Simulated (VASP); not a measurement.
A run of VASP 6.6.1 is set up as follows.

Contents of INCAR:

```
PREC     = Accurate       # precision mode
ENCUT    = 520            # plane-wave cutoff, eV
EDIFF    = 1E-6           # SCF threshold, eV
ISMEAR   = 0              # smearing method
SIGMA    = 0.02           # smearing width, eV
LREAL    = False          # projectors in reciprocal space
LASPH    = True           # aspherical terms in the spheres
NELM     = 100            # most SCF steps
ALGO     = Normal         # electronic algorithm
ISIF     = 2              # what is computed and relaxed
LWAVE    = False          # write WAVECAR
LCHARG   = True           # write CHGCAR
GGA      = PS             # functional
LELF     = True           # ELF
LVHAR    = True         
NBANDS   = 20             # bands
```

Contents of KPOINTS:

```
Automatic mesh
0
Gamma
  8 8 8
```

The input POSCAR:

```
CdF2
1.0
    0.0000000000      2.5922745600      2.5922745600
    2.5922745600      0.0000000000      2.5922745600
    2.5922745600      2.5922745600      0.0000000000
Cd F
1 2
Direct
    0.0000000000      0.0000000000      0.0000000000
    0.2500000000      0.2500000000      0.2500000000
    0.7500000000      0.7500000000      0.7500000000
```

Potentials or basis: VASP PAW PBE potentials, release 64 (Cd, F).

Run with:

```bash
$ cat potpaw_PBE.64/Cd/POTCAR potpaw_PBE.64/F/POTCAR > POTCAR
$ mpirun -np 1 vasp_std > vasp.out
```

Question: What does it give for the band gap on the k mesh?

Answer: 3.30 eV, indirect (least direct gap 3.62 eV).

Question: Estimate the pressure.

Answer: 17.7 GPa.

Caveat: the cell differs from its parent crystal (strained); the PAW data sets were made with another functional, which shifts forces and pressure a little. A k mesh can miss the band edges.
